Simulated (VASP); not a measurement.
# Al3InAs4 (P-43m) in VASP: a series of runs

Al3InAs4 is run at these levels: PBE; tasks: relaxation of the atoms.

All numbers are computed with VASP 6.6.1; they aren't measurements. Logs are shortened: lines on timing, memory, paths and dates and some standing lists are left out, and cuts for length are marked.

## Step 1: The cell of the first run

The structure is cubic, space group P-43m (No. 215). The conventional cell has a = 5.655 Å, b = 5.655 Å, c = 5.655 Å, α = 90.00°, β = 90.00°, γ = 90.00°. Al (site symmetry -42m) has 4 As at 2.41 Å within 3.2 Å. Within 3.4 Å of In (site symmetry -43m) lie 4 As at 2.56 Å. Within 3.2 Å of As (site symmetry 3m) lie 3 Al at 2.41 Å and 1 In at 2.56 Å.

## Step 2: Relaxation of the atoms, PBE (22.60 Å³/atom)

INCAR reads:

```
ALGO     = Normal         # electronic algorithm
EDIFF    = 1E-7           # SCF threshold, eV
EDIFFG   = -0.01          # ionic threshold
ENCUT    = 520            # plane-wave cutoff, eV
GGA      = PE             # functional
IBRION   = 2              # ionic algorithm
ISIF     = 2              # what is computed and relaxed
ISMEAR   = 0              # smearing method
LASPH    = True           # aspherical terms in the spheres
LCHARG   = False          # write CHGCAR
LREAL    = False          # projectors in reciprocal space
LWAVE    = False          # write WAVECAR
NELM     = 100            # most SCF steps
NSW      = 50             # ionic steps
PREC     = Accurate       # precision mode
SIGMA    = 0.02           # smearing width, eV
```

KPOINTS reads:

```
k-points
0
Gamma
  6 6 6
```

POSCAR reads:

```
Al3InAs4
1.0
    5.6548912713      0.0000000000      0.0000000000
    0.0000000000      5.6548912713      0.0000000000
    0.0000000000      0.0000000000      5.6548912713
Al In As
3 1 4
Direct
    0.5000000000      0.0000000000      0.0000000000
    0.0000000000      0.0000000000      0.5000000000
    0.0000000000      0.5000000000      0.0000000000
    0.5000000000      0.5000000000      0.5000000000
    0.7612361977      0.2387638023      0.7612361977
    0.7612361977      0.7612361977      0.2387638023
    0.2387638023      0.2387638023      0.2387638023
    0.2387638023      0.7612361977      0.7612361977
```

Potentials or basis: VASP PAW PBE potentials, release 64 (Al, In_d, As).

Run with:

```console
$ cat potpaw_PBE.64/Al/POTCAR potpaw_PBE.64/In_d/POTCAR potpaw_PBE.64/As/POTCAR > POTCAR
$ mpirun -np 1 vasp_std > vasp.out
```

OUTCAR:

```text
EDIFF = 1E-7
   EDIFFG = -0.01
   ENCUT = 520
   GGA = PE
   IBRION = 2
   ISIF = 2
   ISMEAR = 0
   LASPH = True
   LREAL = False
   NELM = 100
   NSW = 50
   PREC = Accurate

 ion  position               nearest neighbor table
   1  0.500  0.000  0.000-   5 2.41   6 2.41   7 2.41   8 2.41
   2  0.000  0.000  0.500-   5 2.41   6 2.41   7 2.41   8 2.41
   3  0.000  0.500  0.000-   5 2.41   6 2.41   7 2.41   8 2.41
   4  0.500  0.500  0.500-   5 2.56   6 2.56   7 2.56   8 2.56
   5  0.761  0.239  0.761-   1 2.41   2 2.41   3 2.41   4 2.56
   6  0.761  0.761  0.239-   1 2.41   2 2.41   3 2.41   4 2.56
   7  0.239  0.239  0.239-   1 2.41   2 2.41   3 2.41   4 2.56
   8  0.239  0.761  0.761-   1 2.41   2 2.41   3 2.41   4 2.56

  LATTYP: Found a simple cubic cell.
 ALAT       =     5.6548912713

  Lattice vectors:

 A1 = (   5.6548912713,   0.0000000000,   0.0000000000)
 A2 = (   0.0000000000,   5.6548912713,   0.0000000000)
 A3 = (   0.0000000000,   0.0000000000,   5.6548912713)

Analysis of symmetry for initial positions (statically):
=====================================================================
 Subroutine PRICEL returns:
 Original cell was already a primitive cell.

 Routine SETGRP: Setting up the symmetry group for a
 simple cubic supercell.

 Subroutine GETGRP returns: Found 24 space group operations
 (whereof 24 operations were pure point group operations)
 out of a pool of 48 trial point group operations.

The static configuration has the point symmetry T_d .

Analysis of symmetry for dynamics (positions and initial velocities):
=====================================================================
 Subroutine PRICEL returns:
 Original cell was already a primitive cell.

 Routine SETGRP: Setting up the symmetry group for a
 simple cubic supercell.

 Subroutine GETGRP returns: Found 24 space group operations
 (whereof 24 operations were pure point group operations)
 out of a pool of 48 trial point group operations.

The dynamic configuration has the point symmetry T_d .

 Subroutine INISYM returns: Found 24 space group operations
 (whereof 24 operations are pure point group operations),
 and found     1 'primitive' translations

----------------------------------------------------------------------------------------

                                     Primitive cell

  volume of cell :     180.8310

  direct lattice vectors                    reciprocal lattice vectors
     5.654891271  0.000000000  0.000000000     0.176838060  0.000000000  0.000000000
     0.000000000  5.654891271  0.000000000     0.000000000  0.176838060  0.000000000
     0.000000000  0.000000000  5.654891271     0.000000000  0.000000000  0.176838060

  length of vectors
     5.654891271  5.654891271  5.654891271     0.176838060  0.176838060  0.176838060

  position of ions in fractional coordinates (direct lattice)
     0.500000000  0.000000000  0.000000000
     0.000000000  0.000000000  0.500000000
     0.000000000  0.500000000  0.000000000
     0.500000000  0.500000000  0.500000000
     0.761236198  0.238763802  0.761236198
     0.761236198  0.761236198  0.238763802
     0.238763802  0.238763802  0.238763802
     0.238763802  0.761236198  0.761236198

  ion indices of the primitive-cell ions
   primitive index   ion index
                 1           1
                 2           2
                 3           3
                 4           4
                 5           5
                 6           6
                 7           7
                 8           8

----------------------------------------------------------------------------------------

 KPOINTS: k-points

Automatic generation of k-mesh.
 Grid dimensions read from file:
 generate k-points for:    6    6    6

 Generating k-lattice:

  Cartesian coordinates                     Fractional coordinates (reciprocal lattice)
     0.029473010  0.000000000  0.000000000     0.166666667  0.000000000  0.000000000
     0.000000000  0.029473010  0.000000000     0.000000000  0.166666667  0.000000000
     0.000000000  0.000000000  0.029473010     0.000000000  0.000000000  0.166666667

  Length of vectors
     0.029473010  0.029473010  0.029473010

  Shift w.r.t. Gamma in fractional coordinates (k-lattice)
     0.000000000  0.000000000  0.000000000

 Subroutine IBZKPT returns following result:
 ===========================================

 Found     20 irreducible k-points:

 Following reciprocal coordinates:
            Coordinates               Weight
  0.000000  0.000000  0.000000      1.000000
  0.166667  0.000000  0.000000      6.000000
  0.333333  0.000000  0.000000      6.000000
  0.500000  0.000000  0.000000      3.000000
  0.166667  0.166667  0.000000     12.000000
  0.333333  0.166667  0.000000     24.000000
[... 12 lines left out ...]
  0.500000  0.500000  0.333333      6.000000
  0.500000  0.500000  0.500000      1.000000
   k-points           NKPTS =     20   k-points in BZ     NKDIM =     20   number of bands    NBANDS=     26
   number of dos      NEDOS =    301   number of ions     NIONS =      8
   total plane-waves  NPLWV =  74088
   dimension x,y,z NGX =    42 NGY =   42 NGZ =   42
   dimension x,y,z NGXF=    84 NGYF=   84 NGZF=   84
   ions per type =               3   1   4
   NGX,Y,Z   is equivalent  to a cutoff of  12.35, 12.35, 12.35 a.u.
   NGXF,Y,Z  is equivalent  to a cutoff of  24.69, 24.69, 24.69 a.u.
 SYSTEM =  unknown system
   PREC   = accura    normal or accurate (medium, high low for compatibility)
   ISTART =      0    job   : 0-new  1-cont  2-samecut
   ICHARG =      2    charge: 1-file 2-atom 10-const
   ISPIN  =      1    spin polarized calculation?
   LNONCOLLINEAR =      F non collinear calculations
   LSORBIT =      F    spin-orbit coupling
   LASPH  =      T    aspherical Exc in radial PAW
   ENCUT  =  520.0 eV  38.22 Ry    6.18 a.u.  10.51 10.51 10.51*2*pi/ulx,y,z
   NELM   =    100;   NELMIN=  2; NELMDL= -5     # of ELM steps
   EDIFF  = 0.1E-06   stopping-criterion for ELM
   LREAL  =      F    real-space projection
   EDIFFG = -.1E-01   stopping-criterion for IOM
   NSW    =     50    number of steps for IOM
   IBRION =      2    ionic relax: 0-MD 1-quasi-New 2-CG
   NFREE  =      1    steps in history (QN), initial steepest desc. (CG)
   ISIF   =      2    stress and relaxation
   ISYM   =      2    0-nonsym 1-usesym 2-fastsym
   POTIM  = 0.5000    time-step for ionic-motion
   TEBEG  =    0.0;   TEEND  =   0.0 temperature during run
   PSTRESS=    0.0 pullay stress
   NELECT =      42.0000    total number of electrons
   NUPDOWN=      -1.0000    fix difference up-down
   EMIN   =  10.00;   EMAX   =-10.00  energy-range for DOS
   EFERMI =   0.00;   METHOD = LEGACY
   ISMEAR =     0;   SIGMA  =   0.02  broadening in eV -4-tet -1-fermi 0-gaus
   EFERMI_NEDOS =   21; number of points for ismear=-14 and -15
   IALGO  =     38    algorithm
   IMIX   =      4    mixing-type and parameters
     AMIX     =   0.40;   BMIX     =  1.00
     AMIX_MAG =   1.60;   BMIX_MAG =  1.00
  volume/ion in A,a.u.               =      22.60       152.54
  Fermi-wavevector in a.u.,A,eV,Ry     =   1.006314  1.901658 13.778193  1.012669
  Thomas-Fermi vector in A             =   2.139049
   LORBIT       =      0    0 simple, 1 ext, 2 COOP (PROOUT), +10 PAW based schemes
   GGA     = PE    functional components
   LHFCALC =     F    Hartree Fock is set to
   AEXX    =    0.0000 exact exchange contribution
   IVDW    =     0    specifies the selected vdW correction
   LEPSILON=     F    determine dielectric tensor
   LRPA    =     F    only Hartree local field effects (RPA)
 conjugate gradient relaxation of ions
 non-spin polarized calculation
 Gauss-broadening in eV      SIGMA  =   0.02
  energy-cutoff  :      520.00
  volume of cell :      180.83
 maximum number of plane-waves:      4945
   NGX = 21   NGY = 21   NGZ = 21

 number of electron      41.9999999 magnetization

 Free energy of the ion-electron system (eV)
  ---------------------------------------------------
  ext. energy  EPLUGINS =         0.00000000
  ---------------------------------------------------
  free energy    TOTEN  =       -35.39870302 eV

  energy without entropy =      -35.39870302  energy(sigma->0) =      -35.39870302

 E-fermi :   4.6245     XC(G=0):  -9.2970

 val. band max:        4.5258247263   @ k =   0.0000   0.0000   0.0000
 cond. band min:       6.0598504920   @ k =   0.0000   0.0000   0.0000
 fundamental gap:      1.5340257657
 Fermi energy:         4.6245404184

 k-point     1 :       0.0000    0.0000    0.0000
  band No.  band energies     occupation
      1      -9.5911      2.00000
      2      -9.5911      2.00000
      3      -9.5911      2.00000
      4      -9.4314      2.00000
      5      -9.4314      2.00000
      6      -7.6162      2.00000
[... 18 lines left out ...]
     25       6.1799      0.00000
     26       6.4123      0.00000

 k-point     2 :       0.1667    0.0000    0.0000
  band No.  band energies     occupation
      1      -9.5934      2.00000
      2      -9.5921      2.00000
      3      -9.5921      2.00000
      4      -9.4312      2.00000
      5      -9.4305      2.00000
      6      -7.5151      2.00000
[... 18 lines left out ...]
     25       6.6182      0.00000
     26       7.2484      0.00000

 k-point     3 :       0.3333    0.0000    0.0000
  band No.  band energies     occupation
      1      -9.5977      2.00000
      2      -9.5942      2.00000
      3      -9.5942      2.00000
      4      -9.4308      2.00000
      5      -9.4289      2.00000
      6      -7.2212      2.00000
[... 456 lines left out ...]
 k-point    19 :       0.5000    0.5000    0.3333
  band No.  band energies     occupation
      1      -9.6060      2.00000
      2      -9.6040      2.00000
      3      -9.6040      2.00000
      4      -9.4264      2.00000
      5      -9.4255      2.00000
      6      -6.1898      2.00000
[... 18 lines left out ...]
     25       7.2059      0.00000
     26       8.9443      0.00000

 k-point    20 :       0.5000    0.5000    0.5000
  band No.  band energies     occupation
      1      -9.6057      2.00000
      2      -9.6057      2.00000
      3      -9.6057      2.00000
      4      -9.4255      2.00000
      5      -9.4255      2.00000
      6      -6.1785      2.00000
[... 18 lines left out ...]
     25       6.6582      0.00000
     26       8.9741      0.00000

------------------------ aborting loop because EDIFF is reached ----------------------------------------

  FORCE on cell =-STRESS in cart. coord.  units (eV):
  Direction    XX          YY          ZZ          XY          YZ          ZX
  --------------------------------------------------------------------------------------
  -------------------------------------------------------------------------------------
  Total        8.3864144      8.3864144      8.3864144      0.0000000     -0.0000000     -0.0000000
  in kB       74.3043299     74.3043299     74.3043299      0.0000000     -0.0000000     -0.0000000
  external PRESSURE =      74.3043299 kB  Pullay stress =       0.0000000 kB

 VOLUME and BASIS-vectors are now :
 -----------------------------------------------------------------------------
  energy-cutoff  :      520.00
  volume of cell :      180.83
      direct lattice vectors                 reciprocal lattice vectors
     5.654891271  0.000000000  0.000000000     0.176838060  0.000000000  0.000000000
     0.000000000  5.654891271  0.000000000     0.000000000  0.176838060  0.000000000
     0.000000000  0.000000000  5.654891271     0.000000000  0.000000000  0.176838060

 POSITION                                       TOTAL-FORCE (eV/Angst)
 -----------------------------------------------------------------------------------
      2.82745      0.00000      0.00000        -0.000000      0.000000      0.000000
      0.00000      0.00000      2.82745        -0.000000      0.000000      0.000000
      0.00000      2.82745      0.00000        -0.000000     -0.000000     -0.000000
      2.82745      2.82745      2.82745        -0.000000      0.000000      0.000000
      4.30471      1.35018      4.30471         0.004953     -0.004953      0.004953
      4.30471      4.30471      1.35018         0.004953      0.004953     -0.004953
      1.35018      1.35018      1.35018        -0.004953     -0.004953     -0.004953
      1.35018      4.30471      4.30471        -0.004953      0.004953      0.004953
 -----------------------------------------------------------------------------------
    total drift:                                0.000000      0.000000     -0.000000

  FREE ENERGIE OF THE ION-ELECTRON SYSTEM (eV)
  ---------------------------------------------------
  free  energy   TOTEN  =       -35.3987030209 eV

  energy  without entropy=      -35.3987030209  energy(sigma->0) =      -35.39870302

 reached required accuracy - stopping structural energy minimisation
```

Wall time 66 s (1 thread of Intel Xeon Platinum 8488C (Sapphire Rapids), shared host); peak memory 0.31 GiB.

Results:

```
Free energy                  : -35.3987 eV
Pressure after relaxing      : 7.4 GPa
Largest force after relaxing : 0.009 eV/Å
Band gap on the k mesh       : 1.53 eV
```

Forces on the atoms (eV/Å):
```
Al   0.000  0.000  0.000
Al   0.000  0.000  0.000
Al   0.000  0.000  0.000
In   0.000  0.000  0.000
As   0.005 -0.005  0.005
As   0.005  0.005 -0.005
As  -0.005 -0.005 -0.005
As  -0.005  0.005  0.005
```

Final structure:
```
CELL_PARAMETERS angstrom
5.65489 0.00000 0.00000
0.00000 5.65489 0.00000
0.00000 0.00000 5.65489
ATOMIC_POSITIONS crystal
Al 0.50000 0.00000 0.00000
Al 0.00000 0.00000 0.50000
Al 0.00000 0.50000 0.00000
In 0.50000 0.50000 0.50000
As 0.76124 0.23876 0.76124
As 0.76124 0.76124 0.23876
As 0.23876 0.23876 0.23876
As 0.23876 0.76124 0.76124
```

Caveat: the relaxation stopped at its first step, so nothing moved; spin-orbit coupling is left out, which moves the levels of the heavy elements. A k mesh can miss the band edges.

(Continued in part 2 of 2.)
